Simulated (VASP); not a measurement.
Crystal: Rh.

```
Rh
1.0
     2.68682    0.00000    0.00000
    -1.34341    2.32685    0.00000
     0.00000    0.00000    4.38847
Rh
2
Cartesian
  0.0000 1.5512 3.2914
  1.3434 0.7756 1.0971
```

This isn't the form of Rh at room conditions, which is fcc.

```yaml
Program: VASP 6.6.1
Task: relaxation of cell and atoms
Functional: PBE
Potentials_or_basis: VASP PAW PBE potentials, release 64 (Rh_pv)
Cutoff: 600 eV
k_mesh: 18 × 18 × 10
Occupations: gaussian, width 0.05 eV
Spin: no spin polarisation
```

At the start: pressure 7.3 GPa; volume 13.72 Å³/atom.

How do energy, volume and symmetry change on relaxing?

Over 6 steps the energy falls by 10.0 meV/atom and the volume is 14.09 Å³/atom (+2.7 %); space group P6_3/mmc (No. 194, to 0.1 Å) before and after.

The path:
```
step  energy change (eV)  largest force (eV/Å)  pressure (GPa)  volume (Å³)
   1              0.0000                0.0000            7.29        27.44
   2              0.0617                0.0000          -13.53        29.99
   3             -0.0181                0.0000           -0.47        28.23
   4             -0.0181                0.0000           -0.30        28.21
   5             -0.0199                0.0000           -0.01        28.18
   6             -0.0199                0.0000            0.02        28.17
```

Final structure:
```
Rh
1.0
     2.72523    0.00000    0.00000
    -1.36261    2.36012    0.00000
     0.00000    0.00000    4.38048
Rh
2
Cartesian
  0.0000 1.5734 3.2854
  1.3626 0.7867 1.0951
```
